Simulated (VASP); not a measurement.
# CuO: single point with PBE

Crystal: CuO.

```xyz
4
Lattice="2.1432 -2.1490 0.1679 2.1432 2.1490 0.1679 -0.4060 0.0000 5.1708" Properties=species:S:1:pos:R:3 pbc="T T T"
Cu    1.0716    1.0745    0.0839
Cu    0.8686   -1.0745    2.6693
O     2.0417   -0.0001    1.4606
O     1.8387    0.0001    4.0460
```

```json
{"Program": "VASP 6.6.1", "Task": "single point", "Functional": "PBE", "Potentials or basis": "VASP PAW PBE potentials, release 64 (Cu, O)", "Cutoff": "520 eV", "k mesh": "12 × 12 × 8", "Occupations": "gaussian, width 0.05 eV", "Spin": "collinear spin", "Starting moments": "[0.05, 0.05, 0.0, 0.0] μB", "Dipole correction": "no", "Further INCAR settings": "ALGO = Fast; EDIFF = 1e-06; NBANDS = 29"}
```

```
Pressure                                              : -7.4 GPa
Band gap on the k mesh                                : zero (filled and empty bands overlap)
Net moment                                            : 0.01 μB per cell
Valence electrons inside the program's atomic spheres : Cu 9.81; O 4.92
```

Stress tensor (GPa, compression positive):
```
-7.50  0.00 -0.01
 0.00 -7.49  0.00
-0.01  0.00 -7.28
```

Levels at points of the mesh, in eV from the Fermi level:
Spin up:
```csv
k point,band 13,band 14,band 15,band 16,band 17,band 18,band 19,band 20,band 21,band 22
"(0.00, 0.00, 0.00)",-2.19,-2.10,-2.01,-1.69,0.64,0.64,1.22,5.98,7.02,12.62
"(0.50, 0.00, 0.00)",-2.15,-1.72,-1.46,-1.38,0.20,0.46,3.99,5.56,6.05,10.55
"(0.50, 0.50, 0.00)",-2.20,-2.17,-1.58,-1.15,-1.15,1.02,2.32,7.25,9.31,9.32
"(0.00, 0.00, 0.50)",-2.05,-2.05,-1.45,-1.45,0.13,0.13,3.27,3.27,11.39,11.39
"(0.50, 0.00, 0.50)",-2.20,-2.15,-1.87,-1.71,-0.24,0.64,4.42,5.62,7.99,8.05
"(0.50, 0.50, 0.50)",-1.70,-1.70,-1.35,-1.35,-0.55,-0.55,4.11,4.11,9.69,9.69
```
Spin down:
```
           k point  band 13  band 14  band 15  band 16  band 17  band 18  band 19  band 20  band 21  band 22
(0.00, 0.00, 0.00)    -2.19    -2.10    -2.01    -1.68     0.65     0.65     1.22     5.98     7.02    12.62
(0.50, 0.00, 0.00)    -2.14    -1.72    -1.46    -1.38     0.21     0.47     3.99     5.56     6.05    10.56
(0.50, 0.50, 0.00)    -2.20    -2.17    -1.57    -1.15    -1.15     1.03     2.32     7.25     9.31     9.32
(0.00, 0.00, 0.50)    -2.04    -2.04    -1.45    -1.45     0.13     0.13     3.27     3.27    11.39    11.39
(0.50, 0.00, 0.50)    -2.20    -2.14    -1.87    -1.71    -0.24     0.64     4.42     5.63     7.99     8.05
(0.50, 0.50, 0.50)    -1.69    -1.69    -1.35    -1.35    -0.55    -0.55     4.11     4.11     9.69     9.69
```

Run time: 4.6 min on 4 MPI ranks on Oxide Virtual Turin-like Processor, on a shared host, peak memory 0.62 GiB a rank.

Caveat: the cell stands under tension; semilocal functionals often make such compounds metallic where correlation or magnetic order opens a gap, which also shifts bond lengths. With open d or f shells a metallic result of PBE can be an artefact of self-interaction; +U or a hybrid may open a gap.
